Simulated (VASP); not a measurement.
# MgMnVP2O8F2 (P1) in VASP: electric field gradients with PBE

Aim: the electric field gradients of MgMnVP2O8F2 with PBE.

Everything below comes from runs of VASP 6.6.1. Logs are shortened: lines on timing, memory, paths and dates and some standing lists are left out, and cuts for length are marked.

### Step 1. The cell of the first run

The typed cell holds 15 atoms: a = 5.326 Å, b = 5.351 Å, c = 7.470 Å, α = 107.99°, β = 106.75°, γ = 96.06°.

### Step 2. Electric field gradients, PBE, collinear spin, ferromagnetic start

INCAR

```
ALGO = Normal ; EDIFF = 1E-8
ENCUT = 520 ; GGA = PE
GGA_COMPAT = False ; ISIF = 2
ISMEAR = -1 ; ISPIN = 2
KPAR = 4 ; LASPH = True
LCHARG = False ; LEFG = True
LMAXMIX = 4 ; LORBIT = 11
LREAL = False ; LWAVE = False
MAGMOM = 0 5 1 0 0 0 0 0 0 0 0 0 0 0 0 ; NBANDS = 67
NELM = 200 ; PREC = Accurate
SIGMA = 0.02
```

KPOINTS

```
k-points
0
Gamma
  5 5 4
```

POSCAR

```
MgMnVP2O8F2
1.0
    5.3255072634      0.0000000000      0.0000000000
   -0.5650135179      5.3206250490      0.0000000000
   -2.1534610398     -2.5487527274      6.6838328900
Mg Mn V P O F
1 1 1 2 8 2
Direct
    0.9774820000      0.3162620000      0.7088350000
    0.4769420000      0.4941900000      0.4819960000
    0.0032580000      0.0012470000      0.0126750000
    0.4163330000      0.0918040000      0.7377340000
    0.5859210000      0.8976220000      0.2615350000
    0.2459840000      0.1456810000      0.8796300000
    0.3283400000      0.7947960000      0.6032110000
    0.3155260000      0.2852510000      0.6224790000
    0.2852970000      0.8367250000      0.1477920000
    0.7249800000      0.1765780000      0.8412700000
    0.6627430000      0.6910200000      0.3635900000
    0.6829350000      0.1877120000      0.4318120000
    0.7421510000      0.8836150000      0.1161380000
    0.1373550000      0.3371860000      0.2291140000
    0.8772530000      0.6603120000      0.7675460000
```

Potentials or basis: VASP PAW PBE potentials, release 64 (Mg, Mn_pv, V_sv, P, O, F).

Started as:

```
$ cat potpaw_PBE.64/Mg/POTCAR potpaw_PBE.64/Mn_pv/POTCAR potpaw_PBE.64/V_sv/POTCAR potpaw_PBE.64/P/POTCAR potpaw_PBE.64/O/POTCAR potpaw_PBE.64/F/POTCAR > POTCAR
$ mpirun -np 4 vasp_std > vasp.out
```

OUTCAR:

```text
EDIFF = 1E-8
   ENCUT = 520
   GGA = PE
   ISIF = 2
   ISMEAR = -1
   ISPIN = 2
   LASPH = True
   LORBIT = 11
   LREAL = False
   NELM = 200
   PREC = Accurate

 ion  position               nearest neighbor table
   1  0.977  0.316  0.709-  15 1.93  12 2.06   8 2.09  10 2.09   6 2.11   4 2.72   2 3.13   4 3.19
                             3 3.20   5 3.30
   2  0.477  0.494  0.482-  11 1.93   7 1.95   8 2.03  12 2.07  14 2.07  15 2.39   1 3.13
   3  0.003  0.001  0.013-  14 1.90  13 1.91   9 2.00  15 2.03   6 2.06  10 2.16   1 3.20
   4  0.416  0.092  0.738-   7 1.53  10 1.55   6 1.57   8 1.58   1 2.72   1 3.19
   5  0.586  0.898  0.262-   9 1.53  13 1.54  11 1.55  12 1.59   1 3.30
   6  0.246  0.146  0.880-   4 1.57   3 2.06   1 2.11
   7  0.328  0.795  0.603-   4 1.53   2 1.95
   8  0.316  0.285  0.622-   4 1.58   2 2.03   1 2.09
   9  0.285  0.837  0.148-   5 1.53   3 2.00
  10  0.725  0.177  0.841-   4 1.55   1 2.09   3 2.16
  11  0.663  0.691  0.364-   5 1.55   2 1.93
  12  0.683  0.188  0.432-   5 1.59   1 2.06   2 2.07
  13  0.742  0.884  0.116-   5 1.54   3 1.91
  14  0.137  0.337  0.229-   3 1.90   2 2.07
  15  0.877  0.660  0.768-   1 1.93   3 2.03   2 2.39

  LATTYP: Found a triclinic cell.
 ALAT       =     5.3255072634
 B/A-ratio  =     1.4905083218
 C/A-ratio  =     2.4079427770
 COS(alpha) =     0.0033542144
 COS(beta)  =     0.5745324466
 COS(gamma) =     0.7420929504

  Lattice vectors:

 A1 = (  -5.3255072634,   0.0000000000,   0.0000000000)
 A2 = (  -5.8905207813,   5.3206250490,   0.0000000000)
 A3 = (  -7.3675264512,  -8.0924973706,  -6.6838328900)

Analysis of symmetry for initial positions (statically):
=====================================================================
 Subroutine PRICEL returns:
 Original cell was already a primitive cell.

 Routine SETGRP: Setting up the symmetry group for a
 triclinic supercell.

 Subroutine GETGRP returns: Found  1 space group operations
 (whereof  1 operations were pure point group operations)
 out of a pool of  2 trial point group operations.

The static configuration has the point symmetry C_1 .

Analysis of symmetry for dynamics (positions and initial velocities):
=====================================================================
 Subroutine PRICEL returns:
 Original cell was already a primitive cell.

 Routine SETGRP: Setting up the symmetry group for a
 triclinic supercell.

 Subroutine GETGRP returns: Found  1 space group operations
 (whereof  1 operations were pure point group operations)
 out of a pool of  2 trial point group operations.

The dynamic configuration has the point symmetry C_1 .

Analysis of structural, dynamic, and magnetic symmetry:
=====================================================================
 Subroutine PRICEL returns:
 Original cell was already a primitive cell.

 Routine SETGRP: Setting up the symmetry group for a
 triclinic supercell.

 Subroutine GETGRP returns: Found  1 space group operations
 (whereof  1 operations were pure point group operations)
 out of a pool of  2 trial point group operations.

The overall configuration has the point symmetry C_1 .

 Subroutine INISYM returns: Found  1 space group operations
 (whereof  1 operations are pure point group operations),
 and found     1 'primitive' translations

----------------------------------------------------------------------------------------

                                     Primitive cell

  volume of cell :     189.3866
[... 3306 lines left out ...]
  -------------------------------------------------------------------------------------
  Total       -2.3831814     -2.7447365     -1.6335687     -0.1391390      0.3484074      0.0408924
  in kB      -20.1612970    -23.2199894    -13.8197046     -1.1770913      2.9474654      0.3459424
  external PRESSURE =     -19.0669970 kB  Pullay stress =       0.0000000 kB

 VOLUME and BASIS-vectors are now :
 -----------------------------------------------------------------------------
  energy-cutoff  :      520.00
  volume of cell :      189.39
      direct lattice vectors                 reciprocal lattice vectors
     5.325507263  0.000000000  0.000000000     0.187775540  0.019940461  0.068103231
    -0.565013518  5.320625049  0.000000000     0.000000000  0.187947843  0.071670340
    -2.153461040 -2.548752727  6.683832890     0.000000000  0.000000000  0.149614752

 POSITION                                       TOTAL-FORCE (eV/Angst)
 -----------------------------------------------------------------------------------
      3.50045     -0.12393      4.73773        -0.019281      0.041506     -0.109650
      1.22277      1.40091      3.22158         0.006174      0.132548     -0.013216
     -0.01065     -0.02567      0.08472        -0.169193     -0.267047      0.430839
      0.57663     -1.39185      4.93089        -0.070422     -0.098266     -0.401627
      2.04995      4.10932      1.74806         0.127349     -0.173047      0.761889
     -0.66657     -1.46685      5.87930        -0.471346     -0.257484      0.393806
      0.00052      2.69138      4.03176         0.125828     -0.005948      0.030914
      0.17868     -0.06883      4.16055         0.008715     -0.098364      0.080044
      0.72833      4.07521      0.98782        -0.529520      0.393468     -0.487820
      1.94948     -1.20468      5.62291         0.253689     -0.118384      0.232322
      2.35603      2.74996      2.43017        -0.232801      0.121685     -0.077593
      2.60103     -0.10184      2.88616         0.014314     -0.027741     -0.150931
      3.20298      4.40538      0.77625         0.927395      0.582454     -0.587285
      0.04758      1.21009      1.53136        -0.057002     -0.376890     -0.405435
      2.64585      1.55699      5.13015         0.086102      0.151511      0.303744
 -----------------------------------------------------------------------------------
    total drift:                               -0.000411     -0.000359      0.000395

  FREE ENERGIE OF THE ION-ELECTRON SYSTEM (eV)
  ---------------------------------------------------
  free  energy   TOTEN  =      -108.9429924570 eV

  energy  without entropy=     -108.9387337347  energy(sigma->0) =     -108.94086310

 Electric field gradients (V/A^2)
---------------------------------------------------------------------
 ion       V_xx      V_yy      V_zz      V_xy      V_xz      V_yz
---------------------------------------------------------------------
   1      -9.837     3.601     6.236     7.724     0.940     6.031
   2       5.512   -10.493     4.981    -0.263     3.046    -1.677
   3      12.362    -8.715    -3.646    24.817   -27.646    22.362
   4      -6.432    -5.906    12.338     2.900    -5.737   -16.353
   5      -9.701     6.168     3.534     2.168    -9.389    14.831
   6      60.495   -48.674   -11.822     6.012   -60.728   -14.006
   7     -35.988    44.525    -8.537   -21.654   -14.504    70.820
   8     -14.168    53.628   -39.460   -16.674     9.741   -70.147
   9      49.954   -35.815   -14.139   -15.264    66.326   -12.305
  10      72.489   -46.570   -25.919    10.999    53.245   -22.259
  11     -27.338    59.652   -32.315     9.193    -4.741   -70.249
  12     -41.060    18.318    22.742   -35.459     9.353    75.104
  13      30.206   -36.555     6.349    30.864   -63.921   -16.964
  14     -25.066   -20.709    45.775    14.099    25.027    65.536
  15     -26.556     3.002    23.554   -17.597    16.212    57.709
---------------------------------------------------------------------

 Electric field gradients after diagonalization (V/A^2)
 (convention: |V_zz| > |V_xx| > |V_yy|)
----------------------------------------------------------------------
 ion       V_xx      V_yy      V_zz     asymmetry (V_yy - V_xx)/ V_zz
----------------------------------------------------------------------
   1      12.621     0.885   -13.505       0.869
   2       8.398     2.275   -10.673       0.574
   3      34.760    15.713   -50.473       0.377
   4     -15.530    -7.795    23.325       0.332
   5     -18.554    -1.990    20.544       0.806
   6     -57.344   -38.694    96.038       0.194
   7     -57.643   -41.021    98.664       0.168
   8     -77.108   -17.581    94.689       0.629
   9     -56.057   -38.423    94.480       0.187
  10     -72.732   -23.061    95.794       0.519
  11     -70.293   -28.187    98.480       0.428
  12     -81.236   -16.874    98.110       0.656
  13     -52.754   -39.832    92.586       0.140
  14     -60.990   -32.007    92.997       0.312
  15     -61.630   -10.279    71.909       0.714
----------------------------------------------------------------------

           NMR quadrupolar parameters

 Cq : quadrupolar parameter    Cq=e*Q*V_zz/h
 eta: asymmetry parameters     (V_yy - V_xx)/ V_zz
 Q  : nuclear electric quadrupole moment in mb (millibarn)
----------------------------------------------------------------------
 ion       Cq(MHz)       eta       Q (mb)
----------------------------------------------------------------------
   1      -0.033       0.869       1.000
   2      -0.026       0.574       1.000
   3      -0.122       0.377       1.000
   4       0.056       0.332       1.000
   5       0.050       0.806       1.000
   6       0.232       0.194       1.000
   7       0.239       0.168       1.000
   8       0.229       0.629       1.000
   9       0.228       0.187       1.000
  10       0.232       0.519       1.000
  11       0.238       0.428       1.000
  12       0.237       0.656       1.000
  13       0.224       0.140       1.000
  14       0.225       0.312       1.000
  15       0.174       0.714       1.000
----------------------------------------------------------------------

 total charge

# of ion       s       p       d       tot
------------------------------------------
    1        0.128   0.147   0.065   0.339
    2        0.238   6.249   4.833  11.320
    3        2.205   6.210   2.821  11.235
    4        0.910   1.487   0.000   2.397
    5        0.906   1.492   0.000   2.398
    6        1.559   3.603   0.000   5.163
    7        1.567   3.585   0.000   5.152
    8        1.561   3.590   0.000   5.150
    9        1.565   3.589   0.000   5.153
   10        1.559   3.603   0.000   5.162
   11        1.569   3.559   0.000   5.128
   12        1.556   3.590   0.000   5.145
   13        1.563   3.597   0.000   5.160
   14        1.741   4.348   0.000   6.089
   15        1.735   4.387   0.000   6.122
--------------------------------------------------
tot         20.359  53.036   7.719  81.113

 magnetization (x)

# of ion       s       p       d       tot
------------------------------------------
    1        0.001   0.001   0.000   0.002
    2        0.027   0.026   3.891   3.943
    3        0.012   0.012   1.632   1.656
    4        0.005   0.008   0.000   0.013
    5        0.005   0.012   0.000   0.018
    6       -0.000  -0.013   0.000  -0.013
    7        0.003   0.019   0.000   0.023
    8        0.002   0.004   0.000   0.006
    9       -0.001  -0.001   0.000  -0.002
   10       -0.000   0.003   0.000   0.002
   11        0.004  -0.004   0.000  -0.001
   12        0.003   0.004   0.000   0.007
   13       -0.001  -0.039   0.000  -0.040
   14        0.004   0.045   0.000   0.049
   15        0.003   0.019   0.000   0.022
--------------------------------------------------
tot          0.066   0.096   5.523   5.685
```

Run time: 50 min. Hardware: 4 MPI ranks of Intel Xeon Platinum 8488C (Sapphire Rapids), shared host; peak memory 1.1 GiB.

What came out:

* Free energy: -108.9430 eV
* Pressure: -1.9 GPa
* Largest force: 1.243 eV/Å
* Band gap on the k mesh: zero (filled and empty bands overlap)
* Net moment: 6.00 μB per cell
* Site moments: Mg +0.00; Mn +3.94; V +1.66; P +0.01, +0.02; O -0.01, +0.02, +0.01, -0.00, +0.00, -0.04 (each value once); F +0.05, +0.02 μB
* Largest electric field gradient by atom: Mg -13.5; Mn -10.7; V -50.5; P +23.3, +20.5; O +96.0, +98.7, +94.7, +94.5, +95.8, +98.5, +98.1, +92.6; F +93.0, +71.9 V/Å²
* Valence electrons inside the program's atomic spheres: Mg 0.34; Mn 11.32; V 11.23; P 2.40; O 5.16, 5.15, 5.13, 5.14 (each value once); F 6.09, 6.12

Forces on the atoms (eV/Å):
```
Mg  -0.019  0.042 -0.110
Mn   0.006  0.133 -0.013
V   -0.169 -0.267  0.431
P   -0.070 -0.098 -0.402
P    0.127 -0.173  0.762
O   -0.471 -0.257  0.394
O    0.126 -0.006  0.031
O    0.009 -0.098  0.080
O   -0.530  0.393 -0.488
O    0.254 -0.118  0.232
O   -0.233  0.122 -0.078
O    0.014 -0.028 -0.151
O    0.927  0.582 -0.587
F   -0.057 -0.377 -0.405
F    0.086  0.152  0.304
```

Stress tensor (GPa, compression positive):
```
-2.02 -0.12  0.03
-0.12 -2.32  0.29
 0.03  0.29 -1.38
```

Levels at points of the mesh, in eV from the Fermi level:
Spin up:
```csv
k point,band 50,band 51,band 52,band 53,band 54,band 55,band 56,band 57
"(0.00, 0.00, 0.00)",-1.80,-1.40,-0.31,-0.18,0.18,0.38,2.16,2.37
"(0.00, 0.00, 0.50)",-1.75,-1.14,-0.31,-0.23,0.14,0.38,2.00,2.35
```
Spin down:
```
           k point  band 43  band 44  band 45  band 46  band 47  band 48  band 49  band 50  band 51  band 52
(0.00, 0.00, 0.00)    -2.82    -2.63    -2.43    -2.36    -2.15     1.16     1.43     1.53     1.61     1.68
(0.00, 0.00, 0.50)    -2.69    -2.65    -2.47    -2.22    -2.15     1.17     1.42     1.58     1.62     1.69
```

Electric field gradients, principal values (V/Å²):
```
atom    least   middle  greatest (by size)
1 Mg    0.885   12.621             -13.505
2 Mn    2.275    8.398             -10.673
 3 V   15.713   34.760             -50.473
 4 P   -7.795  -15.530              23.325
 5 P   -1.990  -18.554              20.544
 6 O  -38.694  -57.344              96.038
 7 O  -41.021  -57.643              98.664
 8 O  -17.581  -77.108              94.689
 9 O  -38.423  -56.057              94.480
10 O  -23.061  -72.732              95.794
11 O  -28.187  -70.293              98.480
12 O  -16.874  -81.236              98.110
13 O  -39.832  -52.754              92.586
14 F  -32.007  -60.990              92.997
15 F  -10.279  -61.630              71.909
```

Caveat: without QUAD_EFG the Cq values of the log hold for a quadrupole moment of 1 mb, not for the nuclei; a cell with one magnetic atom can't hold antiferromagnetic order, which such compounds often take; semilocal functionals often make such compounds metallic where correlation or magnetic order opens a gap, which also shifts bond lengths; forces of over 1 eV/Å act on the atoms, so gaps and moduli don't describe the material at rest.
